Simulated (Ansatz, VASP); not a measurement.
## Two plane-wave programs on ZnO4

```
CELL_PARAMETERS angstrom
3.57953 0.00000 0.00000
0.00000 3.57953 0.00000
0.00000 0.00000 3.57953
ATOMIC_POSITIONS crystal
Zn 0.50000 0.50000 0.50000
O 0.00000 0.00000 0.00000
O 0.50000 0.00000 0.00000
O 0.00000 0.50000 0.00000
O 0.00000 0.00000 0.50000
```

Alike in both runs: functional PBE; k mesh 10 × 10 × 10; occupations gaussian, width 0.1 eV; collinear spin.

Ansatz relaxed the structure, and its values are those at the end. VASP's run is a single point on that final structure, the one shown.

|  | VASP | Ansatz |
| --- | --- | --- |
| version | VASP 6.6.1 | Ansatz 0.2.0 |
| potentials or method | VASP PAW PBE potentials, release 64 (Zn, O), cutoff 520 eV | scalar-relativistic, plane waves, PAW |
| valence electrons in the cell | 36 | 36 |

```csv
,VASP,Ansatz,Ansatz less VASP
gap on the k mesh at the Fermi level (eV),none,none,-
pressure (GPa),0.0,0.0,-0.03
net moment per atom (μB),0.00,0.00,0.000
```

A gap of «none» marks a metal or a gap that the smearing closes. The functional is the same, so the differences come from potentials, cutoffs and numerics. Ansatz's warnings: seeded moment not kept.
